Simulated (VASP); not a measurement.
# In (I4/mmm) in VASP: notebook

In is run at these levels: revPBE+D3(BJ), revPBE+D4; tasks: single point.

All numbers are computed with VASP 6.6.1; they aren't measurements. Logs are shortened: lines on timing, memory, paths and dates and some standing lists are left out, and cuts for length are marked.

## Step 1: The cell of the first run

It takes space group I4/mmm (No. 139, tetragonal). The conventional cell has a = 3.271 Å, b = 3.271 Å, c = 4.798 Å, α = 90.00°, β = 90.00°, γ = 90.00°. In (site symmetry 4/mmm) has 12 In at 3.27 to 3.33 Å within 4.3 Å.

## Step 2: Single point, revPBE+D3(BJ)

Input file INCAR:

```
SYSTEM = In
ALGO = Normal ; EDIFF = 1E-6
ENCUT = 520 ; GGA = RE
ISIF = 2 ; ISMEAR = -1
IVDW = 12 ; LASPH = .True.
LCHARG = .False. ; LREAL = .False.
LWAVE = .False. ; NBANDS = 12
NELM = 80 ; PREC = Accurate
SIGMA = 0.05
```

Input file KPOINTS:

```
k-points
0
Gamma
  11 11 11
  0 0 0
```

Input file POSCAR:

```
In
1.0
   -1.6356708202      1.6356708202      2.3992441521
    1.6356708202     -1.6356708202      2.3992441521
    1.6356708202      1.6356708202     -2.3992441521
In
1
Direct
    0.0000000000      0.0000000000      0.0000000000
```

Potentials or basis: VASP PAW PBE potentials, release 64 (In_d).

Command:

```
$ cat potpaw_PBE.64/In_d/POTCAR > POTCAR
$ mpirun -np 1 vasp_std > vasp.out
```

OUTCAR:

```text
SYSTEM = In
   EDIFF = 1E-6
   ENCUT = 520
   GGA = RE
   ISIF = 2
   ISMEAR = -1
   IVDW = 12
   LASPH = .True.
   LREAL = .False.
   NELM = 80
   PREC = Accurate
 IVDW          = 12

 ion  position               nearest neighbor table
   1  0.000  0.000  0.000-

  LATTYP: Found a body centered tetragonal cell.
 ALAT       =     3.2713416404
 C/A-ratio  =     1.4668257956

  Lattice vectors:

 A1 = (  -1.6356708202,   1.6356708202,   2.3992441521)
 A2 = (   1.6356708202,  -1.6356708202,   2.3992441521)
 A3 = (   1.6356708202,   1.6356708202,  -2.3992441521)

Analysis of symmetry for initial positions (statically):
=====================================================================
 Subroutine PRICEL returns:
 Original cell was already a primitive cell.

 Routine SETGRP: Setting up the symmetry group for a
 body centered tetragonal supercell.

 Subroutine GETGRP returns: Found 16 space group operations
 (whereof 16 operations were pure point group operations)
 out of a pool of 16 trial point group operations.

The static configuration has the point symmetry D_4h.

Analysis of symmetry for dynamics (positions and initial velocities):
=====================================================================
 Subroutine PRICEL returns:
 Original cell was already a primitive cell.

 Routine SETGRP: Setting up the symmetry group for a
 body centered tetragonal supercell.

 Subroutine GETGRP returns: Found 16 space group operations
 (whereof 16 operations were pure point group operations)
 out of a pool of 16 trial point group operations.

The dynamic configuration has the point symmetry D_4h.

 Subroutine INISYM returns: Found 16 space group operations
 (whereof 16 operations are pure point group operations),
 and found     1 'primitive' translations

----------------------------------------------------------------------------------------

                                     Primitive cell

  volume of cell :      25.6759

  direct lattice vectors                    reciprocal lattice vectors
    -1.635670820  1.635670820  2.399244152     0.000000000  0.305684979  0.208398966
     1.635670820 -1.635670820  2.399244152     0.305684979  0.000000000  0.208398966
     1.635670820  1.635670820 -2.399244152     0.305684979  0.305684979  0.000000000

  length of vectors
     3.332748200  3.332748200  3.332748200     0.369964100  0.369964100  0.432303843

  position of ions in fractional coordinates (direct lattice)
     0.000000000  0.000000000  0.000000000

[... 83 lines left out ...]
   POTIM  = 0.5000    time-step for ionic-motion
   TEBEG  =    0.0;   TEEND  =   0.0 temperature during run
   PSTRESS=    0.0 pullay stress
   NELECT =      13.0000    total number of electrons
   NUPDOWN=      -1.0000    fix difference up-down
   EMIN   =  10.00;   EMAX   =-10.00  energy-range for DOS
   EFERMI =   0.00;   METHOD = LEGACY
   ISMEAR =    -1;   SIGMA  =   0.05  broadening in eV -4-tet -1-fermi 0-gaus
   EFERMI_NEDOS =   21; number of points for ismear=-14 and -15
   IALGO  =     38    algorithm
   IMIX   =      4    mixing-type and parameters
     AMIX     =   0.40;   BMIX     =  1.00
     AMIX_MAG =   1.60;   BMIX_MAG =  1.00
  volume/ion in A,a.u.               =      25.68       173.27
  Fermi-wavevector in a.u.,A,eV,Ry     =   1.304810  2.465733 23.164307  1.702529
  Thomas-Fermi vector in A             =   2.435721
   LORBIT       =      0    0 simple, 1 ext, 2 COOP (PROOUT), +10 PAW based schemes
   GGA     = RE    functional components
   LHFCALC =     F    Hartree Fock is set to
   AEXX    =    0.0000 exact exchange contribution
   IVDW    =    12    specifies the selected vdW correction
   LEPSILON=     F    determine dielectric tensor
   LRPA    =     F    only Hartree local field effects (RPA)
 non-spin polarized calculation
  energy-cutoff  :      520.00
  volume of cell :       25.68
 maximum number of plane-waves:       703
 NGX is ok and might be reduce to    28
   NGX = 13   NGY = 13   NGZ = 13

 number of electron      13.0000005 magnetization

 Free energy of the ion-electron system (eV)
  ---------------------------------------------------
  ext. energy  EPLUGINS =         0.00000000
  ---------------------------------------------------
  free energy    TOTEN  =        -2.22986544 eV

  energy without entropy =       -2.22536813  energy(sigma->0) =       -2.22761679

 E-fermi :   7.8610     XC(G=0): -10.2746

 val. band max:        7.8071994558   @ k =  -0.4545   0.4545   0.2727
 cond. band min:       7.8642177610   @ k =  -0.1818   0.3636   0.0909
 fundamental gap:      0.0570183052
 Fermi energy:         7.8610103333

 k-point     1 :       0.0000    0.0000    0.0000
  band No.  band energies     occupation
      1      -6.8956      2.00000
      2      -6.8437      2.00000
      3      -6.8437      2.00000
      4      -6.7097      2.00000
      5      -6.6559      2.00000
      6      -1.8318      2.00000
      7      18.5929      0.00000
      8      18.5929      0.00000
      9      18.6910      0.00000
     10      19.3604      0.00000
     11      21.9350      0.00000
     12      21.9935      0.00000
[... 331 lines left out ...]
 k-point    24 :      -0.1818    0.1818    0.0000
  band No.  band energies     occupation
      1      -6.9139      2.00000
      2      -6.7745      2.00000
      3      -6.7499      2.00000
      4      -6.7488      2.00000
      5      -6.6476      2.00000
      6      -0.8203      2.00000
      7      15.2475      0.00000
      8      15.3702      0.00000
      9      16.1586      0.00000
     10      17.2330      0.00000
     11      19.0514      0.00000
     12      25.4750      0.00000

 [... further k-points ...]

------------------------ aborting loop because EDIFF is reached ----------------------------------------

 Edisp (eV)   -0.62432

 E8    (eV) :    -0.4624

  FORCE on cell =-STRESS in cart. coord.  units (eV):
  Direction    XX          YY          ZZ          XY          YZ          ZX
  --------------------------------------------------------------------------------------
  -------------------------------------------------------------------------------------
  Total      -0.00767    -0.00767    -0.00411     0.00000     0.00000     0.00000
  in kB      -0.47871    -0.47871    -0.25622     0.00000     0.00000     0.00000
  external pressure =       -0.40 kB  Pullay stress =        0.00 kB

 VOLUME and BASIS-vectors are now :
 -----------------------------------------------------------------------------
  energy-cutoff  :      520.00
  volume of cell :       25.68
      direct lattice vectors                 reciprocal lattice vectors
    -1.635670820  1.635670820  2.399244152     0.000000000  0.305684979  0.208398966
     1.635670820 -1.635670820  2.399244152     0.305684979  0.000000000  0.208398966
     1.635670820  1.635670820 -2.399244152     0.305684979  0.305684979  0.000000000

 POSITION                                       TOTAL-FORCE (eV/Angst)
 -----------------------------------------------------------------------------------
      0.00000      0.00000      0.00000         0.000000      0.000000      0.000000
 -----------------------------------------------------------------------------------
    total drift:                               -0.000000     -0.000000     -0.000000

  FREE ENERGIE OF THE ION-ELECTRON SYSTEM (eV)
  ---------------------------------------------------
  free  energy   TOTEN  =        -2.8541819516 eV

  energy  without entropy=       -2.8496846448  energy(sigma->0) =       -2.85193330
```

It took 16 s on 1 thread of Intel Xeon 6975P-C (Granite Rapids), shared host; peak memory 0.18 GiB.

What came out:

```
Free energy                : -2.8542 eV
Pressure                   : 0.0 GPa
Dispersion energy per atom : -0.624 eV
```

Caveat: the PAW data sets were made with another functional, which shifts forces and pressure a little; spin-orbit coupling is left out, which moves the levels of the heavy elements; pairwise dispersion overbinds metals, which lowers pressure and volume.

## Step 3: Single point, revPBE+D4

This run uses another cell than the first one, of 26.23 Å³/atom, 1.021 times its volume.

Input file INCAR:

```
SYSTEM = In
PREC = Accurate
ENCUT = 520
EDIFF = 1E-7
ISMEAR = -1
SIGMA = 0.05
LREAL = .False.
LASPH = .True.
NELM = 100
ALGO = Fast
ISIF = 2
LWAVE = .False.
LCHARG = .False.
GGA = RE
IVDW = 13
NBANDS = 12
```

Input file KPOINTS:

```
regular mesh
0
Gamma
  11 11 11
  0 0 0
```

Input file POSCAR:

```
In
1.0
   -1.6734781128      1.6734781128      2.3410762541
    1.6734781128     -1.6734781128      2.3410762541
    1.6734781128      1.6734781128     -2.3410762541
In
1
Direct
    0.0000000000      0.0000000000      0.0000000000
```

Potentials or basis: VASP PAW PBE potentials, release 64 (In_d).

Command:

```
$ cat potpaw_PBE.64/In_d/POTCAR > POTCAR
$ mpirun -np 1 vasp_std > vasp.out
```

Run time: 26 s. Hardware: 1 thread of Intel Xeon 6975P-C (Granite Rapids), shared host; peak memory 0.17 GiB.

It converged, with:

```
Free energy                : -2.7478 eV
Pressure                   : 0.0 GPa
Dispersion energy per atom : -0.506 eV
```

Levels at points of the mesh, in eV from the Fermi level:
```tsv
k point	band 3	band 4	band 5	band 6	band 7	band 8	band 9	band 10
(0.00, 0.00, 0.00)	-14.70	-14.55	-14.53	-9.55	10.54	10.57	10.57	11.44
```

Caveat: the PAW data sets were made with another functional, which shifts forces and pressure a little; spin-orbit coupling is left out, which moves the levels of the heavy elements; pairwise dispersion overbinds metals, which lowers pressure and volume.
